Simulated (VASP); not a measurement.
Write the native input for VASP 6.6.1 that does the following.

```
Task                   : single point
Functional             : LDA
Potentials or basis    : VASP PAW LDA potentials, release 64 (B, W_sv)
Cutoff                 : 520 eV
k mesh                 : 14 × 14 × 12
Occupations            : fermi-dirac, width 0.05 eV
Spin                   : no spin polarisation
Dipole correction      : no
Further INCAR settings : ALGO = Normal; EDIFF = 1e-06; NBANDS = 17
```

The structure of B2W lies in POSCAR:

```
B2W
1.0
    2.9583514398      0.0000000000      0.0000000000
   -1.4791757200      2.5620075002      0.0000000000
    0.0000000000      0.0000000000      2.9877376316
B W
2 1
Direct
    0.3333333333      0.6666666667      0.5000000000
    0.6666666667      0.3333333333      0.5000000000
    0.0000000000      0.0000000000      0.0000000000
```

This cell differs from its parent crystal: volume scaled by 0.94.

The input as run:

INCAR

```
PREC = Accurate
ENCUT = 520
EDIFF = 1E-6
ISMEAR = -1
SIGMA = 0.05
LREAL = F
LASPH = T
NELM = 80
ALGO = Normal
ISIF = 2
LWAVE = F
LCHARG = T
GGA = CA
LELF = T
LVHAR = T
NBANDS = 17
```

KPOINTS

```
Automatic mesh
0
Gamma
  14 14 12
```

Potentials or basis: VASP PAW LDA potentials, release 64 (B, W_sv).

Launch:

```console
$ cat potpaw_LDA.64/B/POTCAR potpaw_LDA.64/W_sv/POTCAR > POTCAR
$ mpirun -np 1 vasp_std > vasp.out
```

It gave:

```yaml
Pressure: 56.0 GPa
Band_gap_on_the_k_mesh: zero (band 10 reaches 16.91 eV, above the bottom of band 11 at 11.69 eV)
```

Caveat: spin-orbit coupling is left out, which moves the levels of the heavy elements.

It took 28 s on 1 thread of AMD EPYC 9R45 96-Core Processor (Zen 5), with other jobs on the host, peak memory 0.15 GiB.
